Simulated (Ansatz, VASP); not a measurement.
Two plane-wave programs on KF

```
CELL_PARAMETERS angstrom
0.00000 2.67350 2.67350
2.67350 0.00000 2.67350
2.67350 2.67350 0.00000
ATOMIC_POSITIONS crystal
K 0.00000 0.00000 0.00000
F 0.50000 0.50000 0.50000
```

Alike in both runs: task electric field gradients; functional PBE; k mesh 9 × 9 × 9; occupations fermi-dirac, width 0.01 eV; no spin polarisation.

```csv
,VASP,Ansatz
version,VASP 6.6.1,Ansatz 0.2.0
potentials or method,"VASP PAW PBE potentials, release 64 (K_sv, F)","PAW with Ansatz's default frozen-core files, scalar-relativistic"
plane-wave cutoff (eV),520,420
valence electrons in the cell,16,16
```

|  | VASP | Ansatz | Ansatz less VASP |
| --- | --- | --- | --- |
| gap on the k mesh at the Fermi level (eV) | 6.16 | 6.17 | +0.016 |
| pressure (GPa) | 1.4 | 1.3 | -0.04 |
